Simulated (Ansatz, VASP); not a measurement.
**Al2O3 in VASP and in Ansatz**

```
Al O
1.0
     2.40400    1.38795    4.37381
    -2.40400    1.38795    4.37381
     0.00000   -2.77590    4.37381
Al O
4 6
Cartesian
  0.0000 0.0000 4.6204
  0.0000 0.0000 1.9403
  0.0000 0.0000 8.5011
  0.0000 0.0000 11.1811
  -0.9320 1.3879 7.6542
  -0.7360 -1.5011 7.6542
  1.6680 0.1132 7.6542
  0.9320 -1.3879 5.4673
  0.7360 1.5011 5.4673
  -1.6680 -0.1132 5.4673
```

Alike in both runs: functional PBE; k mesh 6 × 6 × 6; occupations fermi-dirac, width 0.02 eV; no spin polarisation.

Ansatz relaxed the structure, and its values are those at the end. VASP's run is a single point on that final structure, the one shown.

```csv
,VASP,Ansatz
version,VASP 6.6.1,Ansatz 0.2.0
potentials or method,"VASP PAW PBE potentials, release 64 (Al, O), cutoff 520 eV",PAW plane waves
valence electrons in the cell,48,48
```

```tsv
	VASP	Ansatz	Ansatz less VASP
gap on the k mesh at the Fermi level (eV)	5.85	5.86	+0.006
pressure (GPa)	0.0	0.0	+0.04
rms of the force components (eV/Å)	0.003	0.000	-0.0031
```
